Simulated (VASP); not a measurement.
Set up this calculation in VASP 6.6.1, as the native input.

```
Task                   : single point
Functional             : LDA
Potentials or basis    : VASP PAW LDA potentials, release 64 (Ba_sv, Zr_sv, O)
Cutoff                 : 600 eV
k mesh                 : 8 × 8 × 8
Occupations            : gaussian, width 0.02 eV
Spin                   : no spin polarisation
Dipole correction      : no
Further INCAR settings : ALGO = Normal; EDIFF = 1e-06; NBANDS = 51
```

The structure of BaZrO3 lies in POSCAR:

```
BaZrO3
1.0
   -2.9231038534      2.9231038534      4.1599537372
    2.9231038534     -2.9231038534      4.1599537372
    2.9231038534      2.9231038534     -4.1599537372
Ba Zr O
2 2 6
Direct
    0.7500000000      0.2500000000      0.5000000000
    0.2500000000      0.7500000000      0.5000000000
    0.0000000000      0.0000000000      0.0000000000
    0.5000000000      0.5000000000      0.0000000000
    0.7500000000      0.7500000000      0.0000000000
    0.2500000000      0.2500000000      0.0000000000
    0.2230655995      0.7230655995      0.9461311990
    0.7769344005      0.2769344005      0.0538688010
    0.7230655995      0.7769344005      0.5000000000
    0.2769344005      0.2230655995      0.5000000000
```

The input as run:

INCAR

```
ALGO = Normal
EDIFF = 1E-6
ENCUT = 600
GGA_COMPAT = F
ISIF = 2
ISMEAR = 0
LASPH = T
LCHARG = F
LREAL = F
LWAVE = F
NBANDS = 51
NELM = 120
PREC = Accurate
SIGMA = 0.02
```

KPOINTS

```
k-points
0
Gamma
  8 8 8
```

Potentials or basis: VASP PAW LDA potentials, release 64 (Ba_sv, Zr_sv, O).

The run is started by

```bash
$ cat potpaw_LDA.64/Ba_sv/POTCAR potpaw_LDA.64/Zr_sv/POTCAR potpaw_LDA.64/O/POTCAR > POTCAR
$ mpirun -np 1 vasp_std > vasp.out
```

It gave:

```
Pressure               : 1.4 GPa
Largest force          : 0.039 eV/Å
Band gap on the k mesh : 3.26 eV (least direct gap 3.27 eV)
```

Caveat: spin-orbit coupling is left out, which moves the levels of the heavy elements.

Wall time 18 min on 1 thread of Intel Xeon 8259CL (shared host), peak memory 0.56 GiB.
